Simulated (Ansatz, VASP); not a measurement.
One calculation of SiO2, two programs

```
CELL_PARAMETERS angstrom
5.02689 0.00000 0.00000
0.00000 7.00564 0.00000
0.00000 0.00000 26.54106
ATOMIC_POSITIONS crystal
O 0.79264 0.21694 0.29810
O 0.89390 0.83151 0.32069
O 0.40982 0.93919 0.31619
O 0.27513 0.56986 0.33964
O 0.71123 0.05602 0.38991
O 0.59269 0.42814 0.41091
O 0.09168 0.31956 0.40928
O 0.21818 0.68941 0.42882
O 0.77489 0.18986 0.47998
O 0.90523 0.82386 0.50070
O 0.40523 0.92614 0.49930
O 0.27489 0.56014 0.52002
O 0.71818 0.06060 0.57118
O 0.59168 0.43044 0.59072
O 0.09269 0.32186 0.58909
O 0.21123 0.69398 0.61009
O 0.77513 0.18014 0.66036
O 0.90983 0.81081 0.68381
O 0.39391 0.91849 0.67931
O 0.29264 0.53305 0.70190
Si 0.19589 0.78384 0.32691
Si 0.71247 0.03708 0.32699
Si 0.29334 0.49238 0.39834
Si 0.78960 0.24757 0.42032
Si 0.20349 0.75104 0.48843
Si 0.70349 0.99896 0.51157
Si 0.28960 0.50243 0.57968
Si 0.79334 0.25762 0.60166
Si 0.21247 0.71292 0.67301
Si 0.69590 0.96616 0.67309
```

Alike in both runs: functional PBEsol; k mesh 5 × 4 × 1; occupations gaussian, width 0.05 eV; no spin polarisation.

Ansatz relaxed the structure, and its values are those at the end. VASP's run is a single point on that final structure, the one shown.

|  | VASP | Ansatz |
| --- | --- | --- |
| version | VASP 6.6.1 | Ansatz 0.2.0 |
| potentials or method | VASP PAW PBE potentials, release 64 (O, Si), cutoff 520 eV | scalar-relativistic, plane waves, PAW |
| valence electrons in the cell | 160 | 160 |

VASP gave:

| Quantity | Value |
| --- | --- |
| gap on the k mesh at the Fermi level (eV) | 2.57 |
| least direct gap on the mesh (eV) | 2.58 |
| rms of the force components (eV/Å) | 0.060 |

**Question.** What did Ansatz give for the same quantities?

**Answer.** gap on the k mesh at the Fermi level (eV): 2.59; least direct gap on the mesh (eV): 2.60; rms of the force components (eV/Å): 0.008.

VASP's potentials were made for PBE, not for PBEsol. The functional is the same, so the differences come from potentials, cutoffs and numerics. Ansatz's warnings: xc potential rough in thin density.
